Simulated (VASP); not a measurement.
# AlN (P6_3mc) in VASP: further runs

AlN is run at these levels: LDA; tasks: single point.

All numbers are computed with VASP 6.6.1; they aren't measurements. Logs are shortened: lines on timing, memory, paths and dates and some standing lists are left out, and cuts for length are marked.

### Step 1. The cell of the first run

The structure is hexagonal, space group P6_3mc (No. 186). The conventional cell has a = 3.181 Å, b = 3.181 Å, c = 5.141 Å, α = 90.00°, β = 90.00°, γ = 120.00°. Within 2.6 Å of Al (site symmetry 3m) lie 4 N at 1.94 to 1.95 Å. N (site symmetry 3m) has 4 Al at 1.94 to 1.95 Å within 2.6 Å.

### Step 2. Single point, LDA

Input file INCAR:

```
SYSTEM = AlN
PREC = Accurate
ENCUT = 520
EDIFF = 1E-7
ISMEAR = 0
SIGMA = 0.05
LREAL = .False.
LASPH = .True.
NELM = 80
ALGO = Normal
ISIF = 2
LWAVE = .False.
LCHARG = .False.
NBANDS = 16
```

Input file KPOINTS:

```
regular mesh
0
Gamma
  9 9 6
  0 0 0
```

Input file POSCAR:

```
AlN
1.0
    3.1813000000      0.0000000000      0.0000000000
   -1.5906500000      2.7550866171      0.0000000000
    0.0000000000      0.0000000000      5.1413000000
Al N
2 2
Direct
    0.3333333333      0.6666666667      0.0025288330
    0.6666666667      0.3333333333      0.5025288330
    0.3333333333      0.6666666667      0.3824711670
    0.6666666667      0.3333333333      0.8824711670
```

Potentials or basis: VASP PAW LDA potentials, release 64 (Al, N).

Command:

```sh
cat potpaw_LDA.64/Al/POTCAR potpaw_LDA.64/N/POTCAR > POTCAR
mpirun -np 1 vasp_std > vasp.out
```

OUTCAR:

```text
SYSTEM = AlN
   PREC = Accurate
   ENCUT = 520
   EDIFF = 1E-7
   ISMEAR = 0
   LREAL = .False.
   LASPH = .True.
   NELM = 80
   ISIF = 2

 ion  position               nearest neighbor table
   1  0.333  0.667  0.003-   4 1.94   4 1.94   4 1.94   3 1.95   2 3.16   2 3.16   2 3.16   2 3.16
                             2 3.16   2 3.16
   2  0.667  0.333  0.503-   3 1.94   3 1.94   3 1.94   4 1.95   1 3.16   1 3.16   1 3.16   1 3.16
                             1 3.16   1 3.16
   3  0.333  0.667  0.382-   2 1.94   2 1.94   2 1.94   1 1.95
   4  0.667  0.333  0.882-   1 1.94   1 1.94   1 1.94   2 1.95

  LATTYP: Found a hexagonal cell.
 ALAT       =     3.1813000000
 C/A-ratio  =     1.6161003363

  Lattice vectors:

 A1 = (   3.1813000000,   0.0000000000,   0.0000000000)
 A2 = (  -1.5906500000,   2.7550866171,   0.0000000000)
 A3 = (   0.0000000000,   0.0000000000,   5.1413000000)

Analysis of symmetry for initial positions (statically):
=====================================================================
 Subroutine PRICEL returns:
 Original cell was already a primitive cell.

 Routine SETGRP: Setting up the symmetry group for a
 hexagonal supercell.

 Subroutine GETGRP returns: Found 12 space group operations
 (whereof  6 operations were pure point group operations)
 out of a pool of 24 trial point group operations.

The static configuration has the point symmetry C_3v.
 The point group associated with its full space group is C_6v.

Analysis of symmetry for dynamics (positions and initial velocities):
=====================================================================
 Subroutine PRICEL returns:
 Original cell was already a primitive cell.

 Routine SETGRP: Setting up the symmetry group for a
 hexagonal supercell.

 Subroutine GETGRP returns: Found 12 space group operations
 (whereof  6 operations were pure point group operations)
 out of a pool of 24 trial point group operations.

The dynamic configuration has the point symmetry C_3v.
 The point group associated with its full space group is C_6v.

 Subroutine INISYM returns: Found 12 space group operations
 (whereof  6 operations are pure point group operations),
 and found     1 'primitive' translations

----------------------------------------------------------------------------------------

                                     Primitive cell

  volume of cell :      45.0622

  direct lattice vectors                    reciprocal lattice vectors
     3.181300000  0.000000000  0.000000000     0.314336906  0.181482497  0.000000000
    -1.590650000  2.755086617  0.000000000     0.000000000  0.362964995  0.000000000
     0.000000000  0.000000000  5.141300000     0.000000000  0.000000000  0.194503336

  length of vectors
     3.181300000  3.181300000  5.141300000     0.362964995  0.362964995  0.194503336

  position of ions in fractional coordinates (direct lattice)
     0.333333333  0.666666667  0.002528833
     0.666666667  0.333333333  0.502528833
     0.333333333  0.666666667  0.382471167
     0.666666667  0.333333333  0.882471167

  ion indices of the primitive-cell ions
   primitive index   ion index
                 1           1
                 2           2
                 3           3
                 4           4

----------------------------------------------------------------------------------------

 KPOINTS: regular mesh

Automatic generation of k-mesh.
 Grid dimensions read from file:
 generate k-points for:    9    9    6

 Generating k-lattice:

  Cartesian coordinates                     Fractional coordinates (reciprocal lattice)
     0.034926323  0.020164722  0.000000000     0.111111111  0.000000000  0.000000000
     0.000000000  0.040329444  0.000000000     0.000000000  0.111111111  0.000000000
     0.000000000  0.000000000  0.032417223     0.000000000  0.000000000  0.166666667

  Length of vectors
     0.040329444  0.040329444  0.032417223

  Shift w.r.t. Gamma in fractional coordinates (k-lattice)
     0.000000000  0.000000000  0.000000000

 Subroutine IBZKPT returns following result:
 ===========================================

 Found     48 irreducible k-points:

 Following reciprocal coordinates:
            Coordinates               Weight
  0.000000  0.000000  0.000000      1.000000
  0.111111  0.000000  0.000000      6.000000
  0.222222  0.000000  0.000000      6.000000
  0.333333  0.000000  0.000000      6.000000
  0.444444  0.000000  0.000000      6.000000
  0.111111  0.111111  0.000000      6.000000
[... 16 lines left out ...]
  0.333333  0.222222  0.166667     24.000000
  0.333333  0.333333  0.166667      4.000000
 [... further k-points ...]
   k-points           NKPTS =     48   k-points in BZ     NKDIM =     48   number of bands    NBANDS=     16
   number of dos      NEDOS =    301   number of ions     NIONS =      4
   total plane-waves  NPLWV =  23040
   dimension x,y,z NGX =    24 NGY =   24 NGZ =   40
   dimension x,y,z NGXF=    48 NGYF=   48 NGZF=   80
   ions per type =               2   2
   NGX,Y,Z   is equivalent  to a cutoff of  12.54, 12.54, 12.93 a.u.
   NGXF,Y,Z  is equivalent  to a cutoff of  25.08, 25.08, 25.87 a.u.
 SYSTEM =  AlN
   PREC   = accura    normal or accurate (medium, high low for compatibility)
   ISTART =      0    job   : 0-new  1-cont  2-samecut
   ICHARG =      2    charge: 1-file 2-atom 10-const
   ISPIN  =      1    spin polarized calculation?
   LNONCOLLINEAR =      F non collinear calculations
   LSORBIT =      F    spin-orbit coupling
   LASPH  =      T    aspherical Exc in radial PAW
   ENCUT  =  520.0 eV  38.22 Ry    6.18 a.u.   5.92  5.92  9.56*2*pi/ulx,y,z
   NELM   =     80;   NELMIN=  2; NELMDL= -5     # of ELM steps
   EDIFF  = 0.1E-06   stopping-criterion for ELM
   LREAL  =      F    real-space projection
   EDIFFG = 0.1E-05   stopping-criterion for IOM
   NSW    =      0    number of steps for IOM
   IBRION =     -1    ionic relax: 0-MD 1-quasi-New 2-CG
   NFREE  =      0    steps in history (QN), initial steepest desc. (CG)
   ISIF   =      2    stress and relaxation
   ISYM   =      2    0-nonsym 1-usesym 2-fastsym
   POTIM  = 0.5000    time-step for ionic-motion
   TEBEG  =    0.0;   TEEND  =   0.0 temperature during run
   PSTRESS=    0.0 pullay stress
   NELECT =      16.0000    total number of electrons
   NUPDOWN=      -1.0000    fix difference up-down
   EMIN   =  10.00;   EMAX   =-10.00  energy-range for DOS
   EFERMI =   0.00;   METHOD = LEGACY
   ISMEAR =     0;   SIGMA  =   0.05  broadening in eV -4-tet -1-fermi 0-gaus
   EFERMI_NEDOS =   21; number of points for ismear=-14 and -15
   IALGO  =     38    algorithm
   IMIX   =      4    mixing-type and parameters
     AMIX     =   0.40;   BMIX     =  1.00
     AMIX_MAG =   1.60;   BMIX_MAG =  1.00
  volume/ion in A,a.u.               =      11.27        76.02
  Fermi-wavevector in a.u.,A,eV,Ry     =   1.159250  2.190665 18.284342  1.343861
  Thomas-Fermi vector in A             =   2.295845
   LORBIT       =      0    0 simple, 1 ext, 2 COOP (PROOUT), +10 PAW based schemes
   GGA     = CA    functional components
   LHFCALC =     F    Hartree Fock is set to
   AEXX    =    0.0000 exact exchange contribution
   IVDW    =     0    specifies the selected vdW correction
   LEPSILON=     F    determine dielectric tensor
   LRPA    =     F    only Hartree local field effects (RPA)
 non-spin polarized calculation
 Gauss-broadening in eV      SIGMA  =   0.05
  energy-cutoff  :      520.00
  volume of cell :       45.06
 maximum number of plane-waves:      1230
 NGX is ok and might be reduce to    24
   NGX = 11   NGY = 11   NGZ = 19

 number of electron      16.0000004 magnetization

 Free energy of the ion-electron system (eV)
  ---------------------------------------------------
  ext. energy  EPLUGINS =         0.00000000
  ---------------------------------------------------
  free energy    TOTEN  =       -32.61211426 eV

  energy without entropy =      -32.61211426  energy(sigma->0) =      -32.61211426

 E-fermi :   5.3785     XC(G=0): -10.9195

 val. band max:        5.1256894467   @ k =   0.0000   0.0000   0.0000
 cond. band min:       8.7438725430   @ k =   0.0000   0.0000   0.0000
 fundamental gap:      3.6181830963
 Fermi energy:         5.3784627277

 k-point     1 :       0.0000    0.0000    0.0000
  band No.  band energies     occupation
      1      -9.4015      2.00000
      2      -7.4471      2.00000
      3      -0.5681      2.00000
      4       4.3915      2.00000
      5       4.3915      2.00000
      6       5.0033      2.00000
[... 8 lines left out ...]
     15      17.4497      0.00000
     16      17.4497      0.00000

 k-point     2 :       0.1111    0.0000    0.0000
  band No.  band energies     occupation
      1      -9.2539      2.00000
      2      -7.3626      2.00000
      3      -0.3904      2.00000
      4       3.7011      2.00000
      5       4.2044      2.00000
      6       4.3134      2.00000
[... 8 lines left out ...]
     15      17.3062      0.00000
     16      17.5271      0.00000

 k-point     3 :       0.2222    0.0000    0.0000
  band No.  band energies     occupation
      1      -8.8360      2.00000
      2      -7.1502      2.00000
      3       0.1246      2.00000
      4       2.2491      2.00000
      5       3.0811      2.00000
      6       3.8163      2.00000
[... 8 lines left out ...]
     15      16.5471      0.00000
     16      17.4761      0.00000

 k-point     4 :       0.3333    0.0000    0.0000
  band No.  band energies     occupation
      1      -8.2364      2.00000
      2      -6.9404      2.00000
      3       0.8010      2.00000
      4       0.9872      2.00000
      5       1.9442      2.00000
      6       3.4533      2.00000
[... 8 lines left out ...]
     15      16.4289      0.00000
     16      18.6717      0.00000

 k-point     5 :       0.4444    0.0000    0.0000
  band No.  band energies     occupation
      1      -7.6734      2.00000
      2      -6.9074      2.00000
      3       0.0578      2.00000
      4       1.2152      2.00000
      5       1.7868      2.00000
      6       3.2440      2.00000
[... 8 lines left out ...]
     15      17.1711      0.00000
     16      19.1221      0.00000

 k-point     6 :       0.1111    0.1111    0.0000
  band No.  band energies     occupation
      1      -8.9708      2.00000
      2      -7.2135      2.00000
      3      -0.0435      2.00000
      4       2.8872      2.00000
      5       3.0936      2.00000
      6       4.0988      2.00000
[... 8 lines left out ...]
     15      16.7662      0.00000
     16      17.7442      0.00000
[... 267 lines left out ...]
 k-point    21 :       0.4444    0.1111    0.1667
  band No.  band energies     occupation
      1      -7.4527      2.00000
      2      -6.9536      2.00000
      3      -0.0508      2.00000
      4       0.8811      2.00000
      5       2.2824      2.00000
      6       2.9678      2.00000
[... 8 lines left out ...]
     15      17.1444      0.00000
     16      19.0957      0.00000

 k-point    22 :       0.2222    0.2222    0.1667
  band No.  band energies     occupation
      1      -7.8581      2.00000
      2      -6.9455      2.00000
      3       0.7564      2.00000
      4       1.0148      2.00000
      5       2.1968      2.00000
      6       2.6231      2.00000
[... 8 lines left out ...]
     15      16.5805      0.00000
     16      19.1569      0.00000

 k-point    23 :       0.3333    0.2222    0.1667
  band No.  band energies     occupation
      1      -7.3772      2.00000
      2      -6.9274      2.00000
      3       0.4050      2.00000
      4       1.0048      2.00000
      5       1.8231      2.00000
      6       2.7692      2.00000
[... 8 lines left out ...]
     15      17.2391      0.00000
     16      18.8972      0.00000

 k-point    24 :       0.3333    0.3333    0.1667
  band No.  band energies     occupation
      1      -7.0636      2.00000
      2      -7.0636      2.00000
      3       0.7593      2.00000
      4       1.1163      2.00000
      5       1.1163      2.00000
      6       2.6227      2.00000
[... 8 lines left out ...]
     15      17.6315      0.00000
     16      19.0765      0.00000

 [... further k-points ...]
[... 5 lines left out ...]
  --------------------------------------------------------------------------------------
  -------------------------------------------------------------------------------------
  Total       -4.5791586     -4.5791586     -4.9107548      0.0000000      0.0000000      0.0000000
  in kB     -162.8108857   -162.8108857   -174.6007109      0.0000000      0.0000000      0.0000000
  external PRESSURE =    -166.7408274 kB  Pullay stress =       0.0000000 kB

 VOLUME and BASIS-vectors are now :
 -----------------------------------------------------------------------------
  energy-cutoff  :      520.00
  volume of cell :       45.06
      direct lattice vectors                 reciprocal lattice vectors
     3.181300000  0.000000000  0.000000000     0.314336906  0.181482497  0.000000000
    -1.590650000  2.755086617  0.000000000     0.000000000  0.362964995  0.000000000
     0.000000000  0.000000000  5.141300000     0.000000000  0.000000000  0.194503336

 POSITION                                       TOTAL-FORCE (eV/Angst)
 -----------------------------------------------------------------------------------
     -0.00000      1.83672      0.01300         0.000000     -0.000000     -0.001035
      1.59065      0.91836      2.58365        -0.000000      0.000000     -0.001035
     -0.00000      1.83672      1.96640         0.000000     -0.000000      0.001035
      1.59065      0.91836      4.53705        -0.000000      0.000000      0.001035
 -----------------------------------------------------------------------------------
    total drift:                               -0.000000     -0.000000     -0.000449

  FREE ENERGIE OF THE ION-ELECTRON SYSTEM (eV)
  ---------------------------------------------------
  free  energy   TOTEN  =       -32.6121142617 eV

  energy  without entropy=      -32.6121142617  energy(sigma->0) =      -32.61211426
```

Run time: 32 s. Hardware: 1 thread of AMD EPYC 7R43 (Zen 3), shared host; peak memory 0.11 GiB.

Results:

| Property | Result |
| --- | --- |
| Free energy | -32.6121 eV |
| Pressure | -16.7 GPa |
| Band gap on the k mesh | 3.62 eV, direct |

Levels at points of the mesh, in eV from the valence-band top:
```tsv
k point	band 5	band 6	band 7	band 8	band 9	band 10	band 11	band 12
(0.00, 0.00, 0.00)	-0.73	-0.12	-0.12	0.00	3.62	6.04	9.87	10.54
(0.00, 0.00, 0.50)	-0.44	-0.44	-0.44	-0.44	5.85	5.85	9.55	9.55
```

### Step 3. Single point, LDA

This run uses another cell than the first one, of 11.44 Å³/atom, 1.015 times its volume.

Input file INCAR:

```
SYSTEM = AlN
PREC     = Accurate       ! precision mode
ENCUT    = 520            ! plane-wave cutoff, eV
EDIFF    = 1E-7           ! SCF threshold, eV
ISMEAR   = 0              ! smearing method
SIGMA    = 0.05           ! smearing width, eV
LREAL    = .FALSE.        ! projectors in reciprocal space
LASPH    = .TRUE.         ! aspherical terms in the spheres
NELM     = 100            ! most SCF steps
ALGO     = Normal         ! electronic algorithm
ISIF     = 2              ! what is computed and relaxed
LWAVE    = .FALSE.        ! write WAVECAR
LCHARG   = .FALSE.        ! write CHGCAR
NBANDS   = 16             ! bands
```

Input file KPOINTS:

```
regular mesh
0
G
  9 9 6
  0 0 0
```

Input file POSCAR:

```
AlN
1.0
    3.0886152983      0.0000000000      0.0000000000
   -1.5443076491      2.6748193108      0.0000000000
    0.0000000000      0.0000000000      5.5368000000
Al N
2 2
Direct
    0.3333333333      0.6666666667      0.0052879954
    0.6666666667      0.3333333333      0.5052879954
    0.3333333333      0.6666666667      0.3797120046
    0.6666666667      0.3333333333      0.8797120046
```

Potentials or basis: VASP PAW LDA potentials, release 64 (Al, N).

Command:

```sh
cat potpaw_LDA.64/Al/POTCAR potpaw_LDA.64/N/POTCAR > POTCAR
mpirun -np 1 vasp_std > vasp.out
```

Wall time 29 s (1 thread of AMD EPYC 7R43 (Zen 3), shared host); peak memory 0.12 GiB.

Results (log left out):

* Free energy: -32.2219 eV
* Pressure: -16.7 GPa
* Largest force: 0.017 eV/Å
* Band gap on the k mesh: 3.03 eV, direct

Forces on the atoms (eV/Å):
```
Al   0.000  0.000  0.017
Al   0.000  0.000  0.017
N    0.000  0.000 -0.017
N    0.000  0.000 -0.017
```

Stress tensor (GPa, compression positive):
```
 -6.25   0.00   0.00
  0.00  -6.25   0.00
  0.00   0.00 -37.70
```

Levels at points of the mesh, in eV from the valence-band top:
```
           k point  band 5  band 6  band 7  band 8  band 9  band 10  band 11  band 12
(0.00, 0.00, 0.00)   -0.38   -0.38    0.00    0.00    3.03     6.80     9.05    10.41
(0.00, 0.00, 0.50)   -0.19   -0.19   -0.19   -0.19    5.83     5.83     9.01     9.01
```

As with any semilocal functional, this LDA gap is likely too small.
